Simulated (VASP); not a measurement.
Set up this calculation in VASP 6.6.1, as the native input.

- Task: single point
- Functional: r2SCAN
- Potentials or basis: VASP PAW PBE potentials, release 64 (Na_pv, H)
- Cutoff: 520 eV
- k mesh: 16 × 16 × 16
- Occupations: fermi-dirac, width 0.1 eV
- Spin: no spin polarisation
- Dipole correction: no
- Further INCAR settings: ALGO = Normal; EDIFF = 1e-06; NBANDS = 11

Crystal: NaH (zincblende type).

```
Na H
1.0
     0.00000    2.06089    2.06089
     2.06089    0.00000    2.06089
     2.06089    2.06089    0.00000
Na H
1 1
Direct
  0.00000 0.00000 0.00000
  0.25000 0.25000 0.25000
```

These files were run (other wordings do the same):

POSCAR

```
NaH
1.0
    0.0000000000      2.0608913488      2.0608913488
    2.0608913488      0.0000000000      2.0608913488
    2.0608913488      2.0608913488      0.0000000000
Na H
1 1
Direct
    0.0000000000      0.0000000000      0.0000000000
    0.2500000000      0.2500000000      0.2500000000
```

INCAR.step1

```
PREC = Accurate ; ENCUT = 520
ISMEAR = -1 ; SIGMA = 0.1
LREAL = False ; LASPH = True
NELM = 80 ; NBANDS = 11
GGA = PE ; ALGO = Normal
EDIFF = 1E-4 ; LWAVE = True
LCHARG = False
```

INCAR.step2

```
PREC = Accurate ; ENCUT = 520
EDIFF = 1E-6 ; ISMEAR = -1
SIGMA = 0.1 ; LREAL = False
LASPH = True ; NELM = 80
ALGO = Normal ; ISIF = 2
LWAVE = False ; LCHARG = False
METAGGA = R2SCAN ; LMIXTAU = True
NBANDS = 11 ; ISTART = 1
```

KPOINTS

```
Automatic mesh
0
Gamma
  16 16 16
```

Potentials or basis: VASP PAW PBE potentials, release 64 (Na_pv, H).

The run is started by

```console
$ cat potpaw_PBE.64/Na_pv/POTCAR potpaw_PBE.64/H/POTCAR > POTCAR
$ cp INCAR.step1 INCAR
$ mpirun -np 1 vasp_std > vasp.out
$ cp INCAR.step2 INCAR
$ mpirun -np 1 vasp_std > vasp.out
```

It gave:

```yaml
Pressure: 45.7 GPa
Band_gap_on_the_k_mesh: 4.60 eV (least direct gap 5.87 eV)
```

Caveat: the cell stands under pressure; the PAW data sets were made with another functional, which shifts forces and pressure a little.

Wall time 28 s on 1 thread of Intel(R) Xeon(R) 6975P-C (Granite Rapids) (shared host), peak memory 0.15 GiB.
